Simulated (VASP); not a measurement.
A run of VASP 6.6.1:

Contents of POSCAR:

```
Pd
1.0
    2.7836650458      0.0000000000      0.0000000000
   -1.3918325229      2.4107246453      0.0000000000
    0.0000000000      0.0000000000      4.6288930000
Pd
2
Direct
    0.3333333333      0.6666666667      0.2500000000
    0.6666666667      0.3333333333      0.7500000000
```

The input INCAR.step1:

```
SYSTEM = Pd
PREC = Accurate
ENCUT = 520
ISMEAR = -1
SIGMA = 0.05
LREAL = .FALSE.
LASPH = .TRUE.
NELM = 100
NBANDS = 17
GGA = PE
ALGO = Normal
EDIFF = 1E-4
LWAVE = .TRUE.
LCHARG = .FALSE.
```

The input INCAR.step2:

```
SYSTEM = Pd
PREC = Accurate
ENCUT = 520
EDIFF = 1E-6
ISMEAR = -1
SIGMA = 0.05
LREAL = .FALSE.
LASPH = .TRUE.
NELM = 100
ALGO = Normal
ISIF = 2
LWAVE = .FALSE.
LCHARG = .TRUE.
METAGGA = R2SCAN
LMIXTAU = .TRUE.
LELF = .TRUE.
LVHAR = .TRUE.
NBANDS = 17
ISTART = 1
```

KPOINTS

```
regular mesh
0
G
  11 11 6
  0 0 0
```

Potentials or basis: VASP PAW PBE potentials, release 64 (Pd).

Launch:

```sh
$ cat potpaw_PBE.64/Pd/POTCAR > POTCAR
$ cp INCAR.step1 INCAR
$ mpirun -np 1 vasp_std > vasp.out
$ cp INCAR.step2 INCAR
$ mpirun -np 1 vasp_std > vasp.out
```

Hardware: 1 thread of Intel(R) Xeon(R) 6975P-C (Granite Rapids), on a shared host.

**Question.** How long does it take, and how much memory?

**Answer.** Run time: 44 s on 1 thread of Intel(R) Xeon(R) 6975P-C (Granite Rapids) (shared host), peak memory 0.17 GiB. Counts: k points 64.
